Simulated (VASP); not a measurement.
# LiCl in VASP: notebook, part 2 of 2

VASP 6.6.1.

## (4) Single point, PBE (strain along [111] +3.0%)

The input, INCAR:

```
  PREC = Accurate
  ENCUT = 520
  EDIFF = 1E-6
  ISMEAR = -1
  SIGMA = 0.02
  LREAL = False
  LASPH = True
  NELM = 80
  ALGO = Normal
  ISIF = 2
  LWAVE = False
  LCHARG = True
  GGA = PE
  LELF = True
  LVHAR = True
  NBANDS = 12
```

The input, KPOINTS:

```
Automatic mesh
0
Gamma
  8 8 8
```

The input, POSCAR:

```
LiCl
1.0
    0.0546608507      2.7877033875      2.7877033875
    2.7877033875      0.0546608507      2.7877033875
    2.7877033875      2.7877033875      0.0546608507
Li Cl
1 1
Direct
    0.0017447048      0.0017447048      0.0017447048
    0.2482552952      0.2482552952      0.2482552952
```

Potentials or basis: VASP PAW PBE potentials, release 64 (Li_sv, Cl).

Command:

```console
$ cat potpaw_PBE.64/Li_sv/POTCAR potpaw_PBE.64/Cl/POTCAR > POTCAR
$ mpirun -np 1 vasp_std > vasp.out
```

OUTCAR:

```text
PREC = Accurate
   ENCUT = 520
   EDIFF = 1E-6
   ISMEAR = -1
   LREAL = False
   LASPH = True
   NELM = 80
   ISIF = 2
   GGA = PE

 ion  position               nearest neighbor table
   1  0.002  0.002  0.002-   2 2.39   2 2.39   2 2.39   2 2.40
   2  0.248  0.248  0.248-   1 2.39   1 2.39   1 2.39   1 2.40

  LATTYP: Found a trigonal (rhomboedric) cell.
 ALAT       =     3.9427868522
 COS(alpha) =     0.5195079762

  Lattice vectors:

 A1 = (   0.0546608507,   2.7877033875,   2.7877033875)
 A2 = (   2.7877033875,   0.0546608507,   2.7877033875)
 A3 = (   2.7877033875,   2.7877033875,   0.0546608507)

Analysis of symmetry for initial positions (statically):
=====================================================================
 Subroutine PRICEL returns:
 Original cell was already a primitive cell.

 Routine SETGRP: Setting up the symmetry group for a
 trigonal (rhombohedral) supercell.

 Subroutine GETGRP returns: Found  6 space group operations
 (whereof  6 operations were pure point group operations)
 out of a pool of 12 trial point group operations.

The static configuration has the point symmetry C_3v.

Analysis of symmetry for dynamics (positions and initial velocities):
[... 165 lines left out ...]

 k-point     1 :       0.0000    0.0000    0.0000
  band No.  band energies     occupation
      1     -44.2209      2.00000
      2     -13.9762      2.00000
      3      -1.3821      2.00000
      4      -1.2657      2.00000
      5      -1.2657      2.00000
      6       4.6406      0.00000
      7       8.6202      0.00000
      8       8.9493      0.00000
      9       8.9493      0.00000
     10      13.1478      0.00000
     11      13.1478      0.00000
     12      16.1670      0.00000
[... 331 lines left out ...]
 k-point    24 :       0.3750    0.1250    0.1250
  band No.  band energies     occupation
      1     -44.2199      2.00000
      2     -13.7852      2.00000
      3      -2.5965      2.00000
      4      -1.7930      2.00000
      5      -1.4357      2.00000
      6       6.4717      0.00000
      7       8.7606      0.00000
      8       9.3698      0.00000
      9       9.4699      0.00000
     10      11.9250      0.00000
     11      13.5205      0.00000
     12      15.3319      0.00000

 [... further k-points ...]
[... 5 lines left out ...]
  --------------------------------------------------------------------------------------
  -------------------------------------------------------------------------------------
  Total       -0.0386909     -0.0386909     -0.0386909     -0.0717898     -0.0717898     -0.0717898
  in kB       -1.4740536     -1.4740536     -1.4740536     -2.7350598     -2.7350598     -2.7350598
  external PRESSURE =      -1.4740536 kB  Pullay stress =       0.0000000 kB

 VOLUME and BASIS-vectors are now :
 -----------------------------------------------------------------------------
  energy-cutoff  :      520.00
  volume of cell :       42.05
      direct lattice vectors                 reciprocal lattice vectors
     0.054660851  2.787703388  2.787703388    -0.184722470  0.181170115  0.181170115
     2.787703388  0.054660851  2.787703388     0.181170115 -0.184722470  0.181170115
     2.787703388  2.787703388  0.054660851     0.181170115  0.181170115 -0.184722470

 POSITION                                       TOTAL-FORCE (eV/Angst)
 -----------------------------------------------------------------------------------
      0.00982      0.00982      0.00982        -0.001535     -0.001535     -0.001535
      1.39769      1.39769      1.39769         0.001535      0.001535      0.001535
 -----------------------------------------------------------------------------------
    total drift:                               -0.000118     -0.000118     -0.000118

  FREE ENERGIE OF THE ION-ELECTRON SYSTEM (eV)
  ---------------------------------------------------
  free  energy   TOTEN  =        -7.4254613721 eV

  energy  without entropy=       -7.4254613721  energy(sigma->0) =       -7.42546137
```

OSZICAR:

```text
N       E                     dE             d eps       ncg     rms          rms(c)
DAV:   1     0.437650774176E+02    0.43765E+02   -0.37913E+03  1560   0.744E+02
DAV:   2    -0.436020620260E+01   -0.48125E+02   -0.46419E+02  1872   0.143E+02
DAV:   3    -0.743235520191E+01   -0.30721E+01   -0.30615E+01  2080   0.378E+01
DAV:   4    -0.753971910271E+01   -0.10736E+00   -0.10733E+00  2324   0.709E+00
DAV:   5    -0.754066321316E+01   -0.94411E-03   -0.94409E-03  2124   0.694E-01    0.231E+00
DAV:   6    -0.740977457436E+01    0.13089E+00   -0.29581E-01  1788   0.230E+00    0.171E+00
DAV:   7    -0.741303411620E+01   -0.32595E-02   -0.80636E-02  1952   0.134E+00    0.102E+00
DAV:   8    -0.742493958481E+01   -0.11905E-01   -0.14944E-02  1804   0.742E-01    0.200E-01
DAV:   9    -0.742500874980E+01   -0.69165E-04   -0.28096E-04  2248   0.115E-01    0.102E-01
DAV:  10    -0.742546037605E+01   -0.45163E-03   -0.69902E-04  1856   0.144E-01    0.463E-02
DAV:  11    -0.742545822532E+01    0.21507E-05   -0.16156E-05  2196   0.250E-02    0.728E-03
DAV:  12    -0.742546082973E+01   -0.26044E-05   -0.23785E-06  1912   0.981E-03    0.104E-03
DAV:  13    -0.742546137206E+01   -0.54233E-06   -0.66526E-07  2020   0.471E-03
   1 F= -.74254614E+01 E0= -.74254614E+01  d E =-.585403E-14
```

Wall time 36 s (1 thread of Intel Xeon Platinum 8488C (Sapphire Rapids), shared host); peak memory 0.17 GiB.

Results:

```yaml
Free_energy: -7.4255 eV
Band_gap_on_the_k_mesh: 5.91 eV, direct
```

Forces in eV/Å, atoms in the order of the input:
```
Li  -0.002 -0.002 -0.002
Cl   0.002  0.002  0.002
```

Levels at points of the mesh, in eV from the valence-band top:
```
           k point  band 1  band 2  band 3  band 4  band 5  band 6  band 7  band 8  band 9  band 10
(0.00, 0.00, 0.00)  -42.96  -12.71   -0.12    0.00    0.00    5.91    9.89   10.21   10.21    14.41
(0.50, 0.00, 0.00)  -42.95  -12.43   -1.98   -0.37   -0.31    8.25   10.14   10.29   10.58    15.66
(0.50, 0.50, 0.00)  -42.95  -12.35   -1.62   -0.90   -0.78    6.61    9.59   13.16   13.68    13.72
(0.50, 0.50, 0.50)  -42.95  -12.46   -1.98   -0.25   -0.25    8.26   10.42   10.42   10.46    15.89
```

Caveat: the cell differs from its parent crystal (strain along [111] +3.0%); the cutoff is under 1.25 times the usual one of these potentials, so pressure, stress and relaxed cells hold a basis-set (Pulay) error.

## (5) Single point, r2SCAN (uniaxial z strain +0.5%)

The input, POSCAR:

```
LiCl
1.0
    0.0000000000      2.7330425368      2.7467077495
    2.7330425368      0.0000000000      2.7467077495
    2.7330425368      2.7330425368      0.0000000000
Li Cl
1 1
Direct
    0.0000000000      0.0000000000      0.0000000000
    0.2500000000      0.2500000000      0.2500000000
```

The input, INCAR.step1:

```
SYSTEM = LiCl
PREC = Accurate ; ENCUT = 520
ISMEAR = 0 ; SIGMA = 0.01
LREAL = .False. ; LASPH = .True.
NELM = 80 ; NBANDS = 12
GGA = PE ; ALGO = Normal
EDIFF = 1E-4 ; LWAVE = .True.
LCHARG = .False.
```

The input, INCAR.step2:

```
SYSTEM = LiCl
PREC = Accurate ; ENCUT = 520
EDIFF = 1E-7 ; ISMEAR = 0
SIGMA = 0.01 ; LREAL = .False.
LASPH = .True. ; NELM = 80
ALGO = Normal ; ISIF = 2
LWAVE = .False. ; LCHARG = .False.
METAGGA = R2SCAN ; LMIXTAU = .True.
NBANDS = 12 ; ISTART = 1
```

The input, KPOINTS:

```
regular mesh
0
Gamma
  8 8 8
  0 0 0
```

Command:

```console
$ cat potpaw_PBE.64/Li_sv/POTCAR potpaw_PBE.64/Cl/POTCAR > POTCAR
$ cp INCAR.step1 INCAR
$ mpirun -np 1 vasp_std > vasp.out
$ cp INCAR.step2 INCAR
$ mpirun -np 1 vasp_std > vasp.out
```

It took 2.8 min on 1 thread of Intel Xeon Platinum 8488C (Sapphire Rapids), shared host; peak memory 0.17 GiB.

Results (log left out):

```
Free energy            : -12.5776 eV
Band gap on the k mesh : 6.75 eV, direct
```

Levels at points of the mesh, in eV from the valence-band top:
```csv
k point,band 2,band 3,band 4,band 5,band 6,band 7,band 8,band 9
"(0.00, 0.00, 0.00)",-13.29,-0.01,0.00,0.00,6.75,11.04,11.04,11.04
"(0.50, 0.00, 0.00)",-12.99,-2.03,-0.30,-0.29,9.19,11.10,11.15,11.44
"(0.50, 0.50, 0.00)",-12.90,-1.65,-0.83,-0.83,7.18,10.45,14.58,15.09
"(0.50, 0.00, 0.50)",-12.90,-1.64,-0.85,-0.85,7.17,10.42,14.65,15.05
```

Caveat: the cell differs from its parent crystal (uniaxial z strain +0.5%); the cutoff is under 1.25 times the usual one of these potentials, so pressure, stress and relaxed cells hold a basis-set (Pulay) error; the PAW data sets were made with another functional, which shifts forces and pressure a little. A k mesh can miss the band edges.

## (6) Single point, r2SCAN (uniaxial x strain +3.0%)

The input, POSCAR:

```
LiCl
1.0
    0.0000000000      2.7330425368      2.7330425368
    2.8150338129      0.0000000000      2.7330425368
    2.8150338129      2.7330425368      0.0000000000
Li Cl
1 1
Direct
    0.0000000000      0.0000000000      0.0000000000
    0.2500000000      0.2500000000      0.2500000000
```

The input, INCAR.step1:

```
ALGO     = Normal         # electronic algorithm
EDIFF    = 1E-4           # SCF threshold, eV
ENCUT    = 520            # plane-wave cutoff, eV
GGA      = PE             # functional
ISMEAR   = 0              # smearing method
LASPH    = T              # aspherical terms in the spheres
LCHARG   = F              # write CHGCAR
LREAL    = F              # projectors in reciprocal space
LWAVE    = T              # write WAVECAR
NBANDS   = 12             # bands
NELM     = 60             # most SCF steps
PREC     = Accurate       # precision mode
SIGMA    = 0.01           # smearing width, eV
```

The input, INCAR.step2:

```
ALGO     = Normal         # electronic algorithm
EDIFF    = 1E-6           # SCF threshold, eV
ENCUT    = 520            # plane-wave cutoff, eV
ISIF     = 2              # what is computed and relaxed
ISMEAR   = 0              # smearing method
ISTART   = 1            
LASPH    = T              # aspherical terms in the spheres
LCHARG   = F              # write CHGCAR
LMIXTAU  = T            
LREAL    = F              # projectors in reciprocal space
LWAVE    = F              # write WAVECAR
METAGGA  = R2SCAN         # meta-GGA
NBANDS   = 12             # bands
NELM     = 60             # most SCF steps
PREC     = Accurate       # precision mode
SIGMA    = 0.01           # smearing width, eV
```

The input, KPOINTS:

```
k-points
0
Gamma
  8 8 8
```

Potentials or basis: VASP PAW PBE potentials, release 64 (Li_sv, Cl).

Command:

```console
$ cat potpaw_PBE.64/Li_sv/POTCAR potpaw_PBE.64/Cl/POTCAR > POTCAR
$ cp INCAR.step1 INCAR
$ mpirun -np 1 vasp_std > vasp.out
$ cp INCAR.step2 INCAR
$ mpirun -np 1 vasp_std > vasp.out
```

Wall time 2 min (1 thread of Intel Xeon Platinum 8488C (Sapphire Rapids), shared host); peak memory 0.18 GiB.

The run converged. Its results:

| Quantity | Value |
| --- | --- |
| Free energy | -12.5726 eV |
| Band gap on the k mesh | 6.64 eV, direct |

Levels at points of the mesh, in eV from the valence-band top:
| k point | band 1 | band 2 | band 3 | band 4 | band 5 | band 6 | band 7 | band 8 | band 9 | band 10 |
| --- | --- | --- | --- | --- | --- | --- | --- | --- | --- | --- |
| (0.00, 0.00, 0.00) | -44.22 | -13.25 | -0.06 | 0.00 | 0.00 | 6.64 | 10.98 | 11.01 | 11.01 | 14.95 |
| (0.50, 0.00, 0.00) | -44.22 | -12.97 | -1.97 | -0.35 | -0.24 | 9.08 | 10.96 | 11.21 | 11.28 | 16.82 |
| (0.50, 0.50, 0.00) | -44.22 | -12.87 | -1.58 | -0.88 | -0.85 | 7.15 | 10.34 | 14.49 | 14.69 | 14.97 |
| (0.00, 0.50, 0.50) | -44.22 | -12.91 | -1.64 | -0.76 | -0.76 | 7.21 | 10.48 | 14.10 | 14.95 | 14.95 |

Caveat: the cell differs from its parent crystal (uniaxial x strain +3.0%); the cutoff is under 1.25 times the usual one of these potentials, so pressure, stress and relaxed cells hold a basis-set (Pulay) error; the PAW data sets were made with another functional, which shifts forces and pressure a little. A k mesh can miss the band edges.

## (7) Summary

```csv
level,cell,smearing,gap on the mesh (eV)
PBE,"a = 3.875, b = 3.875, c = 3.865 Å, angles 60.1, 60.1, 59.8°, 2 atoms",fermi-dirac 0.02 eV,6.03
PBE,"a = 3.865, b = 3.924, c = 3.924 Å, angles 59.0, 60.5, 60.5°, 2 atoms",fermi-dirac 0.02 eV,5.93
PBE,"a = 3.943 Å, angles 58.7°, 2 atoms",fermi-dirac 0.02 eV,5.91
r2SCAN,"a = 3.875, b = 3.875, c = 3.865 Å, angles 60.1, 60.1, 59.8°, 2 atoms",gaussian 0.01 eV,6.75
r2SCAN,"a = 3.865, b = 3.924, c = 3.924 Å, angles 59.0, 60.5, 60.5°, 2 atoms",gaussian 0.01 eV,6.64
```

Alike in all rows: task single point; potentials or basis VASP PAW PBE potentials, release 64 (Li_sv, Cl); no spin polarisation; k mesh 8 × 8 × 8; cutoff (eV) 520.

Caveats: the cutoff is under 1.25 times the usual one of these potentials, so pressure, stress and relaxed cells hold a basis-set (Pulay) error; the PAW data sets were made with another functional, which shifts forces and pressure a little (some runs).

Total energies depend on the potentials used, so only differences within one code and one set of settings carry meaning.
